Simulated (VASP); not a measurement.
Wanted: the native input for a VASP 6.6.1 run.

* Task: single point
* Functional: PBE
* Potentials or basis: VASP PAW PBE potentials, release 64 (Ta_pv, As, Au, O)
* Cutoff: 520 eV
* k mesh: 2 × 2 × 2
* Occupations: gaussian, width 0.15 eV
* Spin: no spin polarisation
* Dipole correction: no
* Further INCAR settings: LREAL = Auto; ALGO = Normal; EDIFF = 1e-06; NBANDS = 84

The structure of Ta3AsAu2O13 lies in POSCAR:

```
Ta3AsAu2O13
1.0
    6.7152812667     -0.0000000032      0.0000000000
   -3.3576406306      5.8156041721      0.0000000000
    0.0000000000      0.0000000000      8.1697830958
Ta As Au O
3 1 2 13
Direct
    0.5000000000      0.0000000000      0.0000000000
    0.0000000000      0.5000000000      0.0000000000
    0.5000000000      0.5000000000      0.0000000000
    0.0000000000      0.0000000000      0.0000000000
    0.3333333333      0.6666666667      0.5000000000
    0.6666666667      0.3333333333      0.5000000000
    0.1587201177      0.8412798823      0.5000000000
    0.1587201177      0.3174402354      0.5000000000
    0.6825597646      0.8412798823      0.5000000000
    0.8412798823      0.1587201177      0.5000000000
    0.8412798823      0.6825597646      0.5000000000
    0.3174402354      0.1587201177      0.5000000000
    0.3333333333      0.6666666667      0.2563878293
    0.3333333333      0.6666666667      0.7436121707
    0.6666666667      0.3333333333      0.7436121707
    0.6666666667      0.3333333333      0.2563878293
    0.3333333333      0.6666666667      0.0000000000
    0.6666666667      0.3333333333      0.0000000000
    0.0000000000      0.0000000000      0.5000000000
```

The cell was generated, and may not be a known phase.

These files were run (other wordings do the same):

INCAR

```
SYSTEM = Ta3AsAu2O13
PREC = Accurate
ENCUT = 520
EDIFF = 1E-6
ISMEAR = 0
SIGMA = 0.15
LREAL = Auto
LASPH = .TRUE.
NELM = 100
ALGO = Normal
ISIF = 2
LWAVE = .FALSE.
LCHARG = .TRUE.
GGA = PE
LELF = .TRUE.
LVHAR = .TRUE.
NBANDS = 84
```

KPOINTS

```
Automatic mesh
0
G
  2 2 2
  0 0 0
```

Potentials or basis: VASP PAW PBE potentials, release 64 (Ta_pv, As, Au, O).

Command:

```console
$ cat potpaw_PBE.64/Ta_pv/POTCAR potpaw_PBE.64/As/POTCAR potpaw_PBE.64/Au/POTCAR potpaw_PBE.64/O/POTCAR > POTCAR
$ mpirun -np 1 vasp_std > vasp.out
```

It gave:

```
Pressure               : 0.5 GPa
Largest force          : 0.062 eV/Å
Band gap on the k mesh : zero (bands 69 and 70 overlap by 0.47 eV)
```

Caveat: the k points lie up to 0.54 Å⁻¹ apart; spin-orbit coupling is left out, which moves the levels of the heavy elements.

Wall time 4.8 min on 1 thread of Intel(R) Xeon(R) Platinum 8259CL CPU @ 2.50GHz (Skylake/Cascade Lake) (shared host), peak memory 0.43 GiB.
